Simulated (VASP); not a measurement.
# FeO (R-3m) in VASP: notebook

Runs on FeO. Level: PBE. Tasks: single point.

Everything below comes from runs of VASP 6.6.1. Logs are shortened: lines on timing, memory, paths and dates and some standing lists are left out, and cuts for length are marked.

## Step 1: The cell of the first run

Symmetry: R-3m, No. 166, trigonal system. The conventional cell has a = 3.035 Å, b = 3.035 Å, c = 7.547 Å, α = 90.00°, β = 90.00°, γ = 120.00°. Within 2.9 Å of Fe (site symmetry -3m) lie 6 O at 2.16 Å. O (site symmetry -3m) has 6 Fe at 2.16 Å within 2.9 Å.

## Step 2: Single point, PBE, collinear spin, ferromagnetic start

Contents of INCAR:

```
SYSTEM = FeO
PREC = Accurate
ENCUT = 520
EDIFF = 1E-7
ISMEAR = -1
SIGMA = 0.05
LREAL = .FALSE.
LASPH = .TRUE.
NELM = 150
ALGO = Normal
ISIF = 2
LWAVE = .FALSE.
LCHARG = .FALSE.
ISPIN = 2
MAGMOM = 3 0
LORBIT = 11
NUPDOWN = 3.0
LMAXMIX = 4
GGA = PE
NBANDS = 18
```

Contents of KPOINTS:

```
Automatic mesh
0
G
  9 9 9
  0 0 0
```

Contents of POSCAR:

```
FeO
1.0
    1.5176821100      0.8762341800      2.5157945800
   -1.5176821100      0.8762341800      2.5157945800
    0.0000000000     -1.7524683500      2.5157945800
Fe O
1 1
Direct
    0.0000000000      0.0000000000      0.0000000000
    0.5000000000      0.5000000000      0.5000000000
```

Potentials or basis: VASP PAW PBE potentials, release 64 (Fe, O).

The run is started by

```sh
cat potpaw_PBE.64/Fe/POTCAR potpaw_PBE.64/O/POTCAR > POTCAR
mpirun -np 1 vasp_std > vasp.out
```

OUTCAR:

```text
SYSTEM = FeO
   PREC = Accurate
   ENCUT = 520
   EDIFF = 1E-7
   ISMEAR = -1
   LREAL = .FALSE.
   LASPH = .TRUE.
   NELM = 150
   ISIF = 2
   ISPIN = 2
   LORBIT = 11
   NUPDOWN = 3.0
   GGA = PE

 ion  position               nearest neighbor table
   1  0.000  0.000  0.000-   2 2.16   2 2.16   2 2.16   2 2.16   2 2.16   2 2.16
   2  0.500  0.500  0.500-   1 2.16   1 2.16   1 2.16   1 2.16   1 2.16   1 2.16

  LATTYP: Found a trigonal (rhomboedric) cell.
 ALAT       =     3.0660019070
 COS(alpha) =     0.5099427872

  Lattice vectors:

 A1 = (   1.5176821100,   0.8762341800,   2.5157945800)
 A2 = (  -1.5176821100,   0.8762341800,   2.5157945800)
 A3 = (   0.0000000000,  -1.7524683500,   2.5157945800)

Analysis of symmetry for initial positions (statically):
=====================================================================
 Subroutine PRICEL returns:
 Original cell was already a primitive cell.

 Routine SETGRP: Setting up the symmetry group for a
 trigonal (rhombohedral) supercell.

 Subroutine GETGRP returns: Found 12 space group operations
 (whereof 12 operations were pure point group operations)
 out of a pool of 12 trial point group operations.

The static configuration has the point symmetry D_3d.
[... 5 lines left out ...]

 Routine SETGRP: Setting up the symmetry group for a
 trigonal (rhombohedral) supercell.

 Subroutine GETGRP returns: Found 12 space group operations
 (whereof 12 operations were pure point group operations)
 out of a pool of 12 trial point group operations.

The dynamic configuration has the point symmetry D_3d.

Analysis of structural, dynamic, and magnetic symmetry:
=====================================================================
 Subroutine PRICEL returns:
 Original cell was already a primitive cell.

 Routine SETGRP: Setting up the symmetry group for a
 trigonal (rhombohedral) supercell.

 Subroutine GETGRP returns: Found 12 space group operations
 (whereof 12 operations were pure point group operations)
 out of a pool of 12 trial point group operations.

The overall configuration has the point symmetry D_3d.

 Subroutine INISYM returns: Found 12 space group operations
[... 5 lines left out ...]
                                     Primitive cell

  volume of cell :      20.0737

  direct lattice vectors                    reciprocal lattice vectors
     1.517682110  0.876234180  2.515794580     0.329449755  0.190207905  0.132496244
    -1.517682110  0.876234180  2.515794580    -0.329449755  0.190207905  0.132496244
     0.000000000 -1.752468350  2.515794580     0.000000000 -0.380415809  0.132496245

  length of vectors
     3.066001907  3.066001907  3.066001906     0.402829298  0.402829298  0.402829297

  position of ions in fractional coordinates (direct lattice)
     0.000000000  0.000000000  0.000000000
     0.500000000  0.500000000  0.500000000

  ion indices of the primitive-cell ions
   primitive index   ion index
                 1           1
                 2           2

----------------------------------------------------------------------------------------

 KPOINTS: Automatic mesh

Automatic generation of k-mesh.
 Grid dimensions read from file:
 generate k-points for:    9    9    9

 Generating k-lattice:

  Cartesian coordinates                     Fractional coordinates (reciprocal lattice)
     0.036605528  0.021134212  0.014721805     0.111111111  0.000000000 -0.000000000
    -0.036605528  0.021134212  0.014721805     0.000000000  0.111111111 -0.000000000
     0.000000000 -0.042268423  0.014721805     0.000000000  0.000000000  0.111111111

  Length of vectors
     0.044758811  0.044758811  0.044758811

  Shift w.r.t. Gamma in fractional coordinates (k-lattice)
     0.000000000  0.000000000  0.000000000

 Subroutine IBZKPT returns following result:
 ===========================================

 Found     85 irreducible k-points:

 Following reciprocal coordinates:
            Coordinates               Weight
  0.000000  0.000000  0.000000      1.000000
  0.111111  0.000000  0.000000      6.000000
  0.222222 -0.000000  0.000000      6.000000
  0.333333  0.000000  0.000000      6.000000
  0.444444 -0.000000  0.000000      6.000000
  0.111111  0.111111  0.000000      6.000000
[... 16 lines left out ...]
 -0.333333  0.333333  0.000000      6.000000
  0.444444  0.444444  0.000000      6.000000
 [... further k-points ...]
   k-points           NKPTS =     85   k-points in BZ     NKDIM =     85   number of bands    NBANDS=     18
   number of dos      NEDOS =    301   number of ions     NIONS =      2
   total plane-waves  NPLWV =  13824
   dimension x,y,z NGX =    24 NGY =   24 NGZ =   24
   dimension x,y,z NGXF=    48 NGYF=   48 NGZF=   48
   ions per type =               1   1
   NGX,Y,Z   is equivalent  to a cutoff of  13.01, 13.01, 13.01 a.u.
   NGXF,Y,Z  is equivalent  to a cutoff of  26.03, 26.03, 26.03 a.u.
 SYSTEM =  FeO
   PREC   = accura    normal or accurate (medium, high low for compatibility)
   ISTART =      0    job   : 0-new  1-cont  2-samecut
   ICHARG =      2    charge: 1-file 2-atom 10-const
   ISPIN  =      2    spin polarized calculation?
   LNONCOLLINEAR =      F non collinear calculations
   LSORBIT =      F    spin-orbit coupling
   LASPH  =      T    aspherical Exc in radial PAW
   ENCUT  =  520.0 eV  38.22 Ry    6.18 a.u.   5.70  5.70  5.70*2*pi/ulx,y,z
   NELM   =    150;   NELMIN=  2; NELMDL= -5     # of ELM steps
   EDIFF  = 0.1E-06   stopping-criterion for ELM
   LREAL  =      F    real-space projection
   EDIFFG = 0.1E-05   stopping-criterion for IOM
   NSW    =      0    number of steps for IOM
   IBRION =     -1    ionic relax: 0-MD 1-quasi-New 2-CG
   NFREE  =      0    steps in history (QN), initial steepest desc. (CG)
   ISIF   =      2    stress and relaxation
   ISYM   =      2    0-nonsym 1-usesym 2-fastsym
   POTIM  = 0.5000    time-step for ionic-motion
   TEBEG  =    0.0;   TEEND  =   0.0 temperature during run
   PSTRESS=    0.0 pullay stress
   NELECT =      14.0000    total number of electrons
   NUPDOWN=       3.0000    fix difference up-down
   EMIN   =  10.00;   EMAX   =-10.00  energy-range for DOS
   EFERMI =   0.00;   METHOD = LEGACY
   ISMEAR =    -1;   SIGMA  =   0.05  broadening in eV -4-tet -1-fermi 0-gaus
   EFERMI_NEDOS =   21; number of points for ismear=-14 and -15
   IALGO  =     38    algorithm
   IMIX   =      4    mixing-type and parameters
     AMIX     =   0.40;   BMIX     =  1.00
     AMIX_MAG =   1.60;   BMIX_MAG =  1.00
  volume/ion in A,a.u.               =      10.04        67.73
  Fermi-wavevector in a.u.,A,eV,Ry     =   1.451805  2.743514 28.677524  2.107739
  Thomas-Fermi vector in A             =   2.569260
   LORBIT       =     11    0 simple, 1 ext, 2 COOP (PROOUT), +10 PAW based schemes
   GGA     = PE    functional components
   LHFCALC =     F    Hartree Fock is set to
   AEXX    =    0.0000 exact exchange contribution
   IVDW    =     0    specifies the selected vdW correction
   LEPSILON=     F    determine dielectric tensor
   LRPA    =     F    only Hartree local field effects (RPA)
 spin polarized calculation
  energy-cutoff  :      520.00
  volume of cell :       20.07
 maximum number of plane-waves:       556
   NGX = 11   NGY = 11   NGZ = 11

 number of electron      13.9999999 magnetization       3.0000000

 Free energy of the ion-electron system (eV)
  ---------------------------------------------------
  ext. energy  EPLUGINS =         0.00000000
  ---------------------------------------------------
  free energy    TOTEN  =       -14.60419426 eV

  energy without entropy =      -14.57927571  energy(sigma->0) =      -14.59173498

 E-fermi :   6.2357     XC(G=0): -12.1784

 val. band max:        6.2314461491   @ k =  -0.2222   0.1111   0.1111
 cond. band min:       5.3850249640   @ k =  -0.3333   0.3333   0.3333
 fundamental gap:     -0.8464211852
 Fermi energy:         5.3836009448

 spin component 1

 k-point     1 :       0.0000    0.0000    0.0000
  band No.  band energies     occupation
      1     -14.6990      1.00000
      2       2.1220      1.00000
      3       2.2121      1.00000
      4       2.2121      1.00000
      5       2.8094      1.00000
      6       2.8816      1.00000
[... 10 lines left out ...]
     17      27.0501      0.00000
     18      29.9905      0.00000

 k-point     2 :       0.1111    0.0000    0.0000
  band No.  band energies     occupation
      1     -14.5806      1.00000
      2       1.2075      1.00000
      3       1.4319      1.00000
      4       1.5058      1.00000
      5       2.9299      1.00000
      6       2.9811      1.00000
[... 10 lines left out ...]
     17      28.4662      0.00000
     18      31.7398      0.00000
[... 442 lines left out ...]
 k-point    24 :       0.4444    0.4444    0.0000
  band No.  band energies     occupation
      1     -13.6138      1.00000
      2      -1.3119      1.00000
      3       1.0058      1.00000
      4       1.1032      1.00000
      5       1.9185      1.00000
      6       3.4126      1.00000
[... 10 lines left out ...]
     17      35.9584      0.00000
     18      35.9644      0.00000

 [... further k-points ...]

 spin component 2

 k-point     1 :       0.0000    0.0000    0.0000
  band No.  band energies     occupation
      1     -14.5210      1.00000
      2       2.2824      1.00000
      3       2.3774      1.00000
      4       2.3774      1.00000
      5       5.2074      1.00000
      6       5.2849      1.00000
[... 10 lines left out ...]
     17      28.2984      0.00000
     18      30.8691      0.00000

 k-point     2 :       0.1111    0.0000    0.0000
  band No.  band energies     occupation
      1     -14.4042      1.00000
      2       1.5533      1.00000
      3       1.9921      1.00000
      4       2.0764      1.00000
      5       5.3487      1.00000
      6       5.4081      1.00000
[... 10 lines left out ...]
     17      29.4755      0.00000
     18      32.7133      0.00000
[... 442 lines left out ...]
 k-point    24 :       0.4444    0.4444    0.0000
  band No.  band energies     occupation
      1     -13.4234      1.00000
      2      -1.0696      1.00000
      3       1.2093      1.00000
      4       1.3090      1.00000
      5       3.9603      1.00000
      6       6.6758      0.00015
[... 10 lines left out ...]
     17      36.0177      0.00000
     18      36.0320      0.00000

 [... further k-points ...]

------------------------ aborting loop because EDIFF is reached ----------------------------------------

  FORCE on cell =-STRESS in cart. coord.  units (eV):
  Direction    XX          YY          ZZ          XY          YZ          ZX
  --------------------------------------------------------------------------------------
  -------------------------------------------------------------------------------------
  Total       -1.4029284     -1.4029284     -1.3753855      0.0000000     -0.0000000      0.0000000
  in kB     -111.9743797   -111.9743802   -109.7760479      0.0000000     -0.0000001      0.0000000
  external PRESSURE =    -111.2416026 kB  Pullay stress =       0.0000000 kB

 VOLUME and BASIS-vectors are now :
 -----------------------------------------------------------------------------
  energy-cutoff  :      520.00
  volume of cell :       20.07
      direct lattice vectors                 reciprocal lattice vectors
     1.517682110  0.876234180  2.515794580     0.329449755  0.190207905  0.132496244
    -1.517682110  0.876234180  2.515794580    -0.329449755  0.190207905  0.132496244
     0.000000000 -1.752468350  2.515794580     0.000000000 -0.380415809  0.132496245

 POSITION                                       TOTAL-FORCE (eV/Angst)
 -----------------------------------------------------------------------------------
      0.00000      0.00000      0.00000         0.000000     -0.000000      0.000000
      0.00000      0.00000      3.77369         0.000000      0.000000     -0.000000
 -----------------------------------------------------------------------------------
    total drift:                               -0.000000      0.000000     -0.000000

  FREE ENERGIE OF THE ION-ELECTRON SYSTEM (eV)
  ---------------------------------------------------
  free  energy   TOTEN  =       -14.6041942573 eV

  energy  without entropy=      -14.5792757096  energy(sigma->0) =      -14.59173498

 total charge

# of ion       s       p       d       tot
------------------------------------------
    1        0.277   0.339   6.173   6.789
    2        1.562   3.391   0.000   4.954
--------------------------------------------------
tot          1.839   3.731   6.173  11.743

 magnetization (x)

# of ion       s       p       d       tot
------------------------------------------
    1        0.026   0.018   2.833   2.877
    2        0.024   0.054   0.000   0.078
--------------------------------------------------
tot          0.050   0.072   2.833   2.955
```

Wall time 2.8 min (1 thread of AMD EPYC 7R13, shared host); peak memory 0.15 GiB.

Results:

```yaml
Free_energy: -14.6042 eV
Pressure: -11.1 GPa
Net_moment: 3.00 μB per cell
Site_moments: Fe +2.88; O +0.08 μB
Valence_electrons_inside_the_program's_atomic_spheres: Fe 6.79; O 4.95
```

Caveat: the total moment is fixed, so each spin has its own Fermi level; a cell with one magnetic atom can't hold antiferromagnetic order, which such compounds often take.

## Step 3: Single point, PBE, collinear spin, ferromagnetic start

Contents of INCAR:

```
SYSTEM = FeO
ALGO = Normal
EDIFF = 1E-6
ENCUT = 520
GGA = PE
ISIF = 2
ISMEAR = -1
ISPIN = 2
LASPH = .TRUE.
LCHARG = .FALSE.
LMAXMIX = 4
LORBIT = 11
LREAL = .FALSE.
LWAVE = .FALSE.
MAGMOM = 3.8 0
NBANDS = 18
NELM = 150
NUPDOWN = 3.8
PREC = Accurate
SIGMA = 0.05
```

Contents of KPOINTS:

```
k-points
0
G
  9 9 9
  0 0 0
```

POSCAR is that of step 2.

Potentials or basis: VASP PAW PBE potentials, release 64 (Fe, O).

The run is started by

```sh
cat potpaw_PBE.64/Fe/POTCAR potpaw_PBE.64/O/POTCAR > POTCAR
mpirun -np 1 vasp_std > vasp.out
```

It took 2.7 min on 1 thread of AMD EPYC 7R13, shared host; peak memory 0.15 GiB.

The run converged. Its results:

```yaml
Free_energy: -14.8965 eV
Pressure: -3.1 GPa
Net_moment: 3.80 μB per cell
Site_moments: Fe +3.48; O +0.25 μB
Valence_electrons_inside_the_program's_atomic_spheres: Fe 6.74; O 4.98
```

Stress tensor (GPa, compression positive):
```
-2.75  0.00  0.00
 0.00 -2.75  0.00
 0.00  0.00 -3.68
```

Caveat: the total moment is fixed, so each spin has its own Fermi level; a cell with one magnetic atom can't hold antiferromagnetic order, which such compounds often take.
